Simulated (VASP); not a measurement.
Here is a VASP 6.6.1 calculation.

INCAR

```
SYSTEM = Ge
ALGO = Normal
EDIFF = 1E-6
ENCUT = 520
GGA = PE
ISIF = 2
ISMEAR = 0
LASPH = .True.
LCHARG = .True.
LELF = .True.
LREAL = .False.
LVHAR = .True.
LWAVE = .False.
NBANDS = 51
NELM = 100
PREC = Accurate
SIGMA = 0.1
```

File KPOINTS:

```
k-points
0
Gamma
  10 10 10
  0 0 0
```

The input POSCAR:

```
Ge
1.0
   -3.7787323105      3.7787323105      2.2958718631
    3.7787323105     -3.7787323105      2.2958718631
    3.7787323105      3.7787323105     -2.2958718631
Ge
6
Direct
    0.5000000000      0.5000000000      0.0000000000
    0.2500000000      0.7500000000      0.5000000000
    0.8450221665      0.6250000000      0.7200221665
    0.9049778335      0.1250000000      0.2799778335
    0.3750000000      0.1549778335      0.2799778335
    0.8750000000      0.0950221665      0.7200221665
```

Potentials or basis: VASP PAW PBE potentials, release 64 (Ge_d).

Launch:

```sh
$ cat potpaw_PBE.64/Ge_d/POTCAR > POTCAR
$ mpirun -np 1 vasp_std > vasp.out
```

Problem. What does it give for the band gap on the k mesh?

Solution. Zero (bands 42 and 43 overlap by 2.54 eV).

Problem. Predict the pressure.

Solution. 0.0 GPa.

Problem. Predict the largest force.

Solution. 0.004 eV/Å.

Forces in eV/Å, atoms in the order of the input:
```
Ge   0.000  0.000  0.000
Ge   0.000  0.000  0.000
Ge   0.000 -0.004  0.000
Ge   0.000  0.004  0.000
Ge   0.004  0.000  0.000
Ge  -0.004  0.000  0.000
```
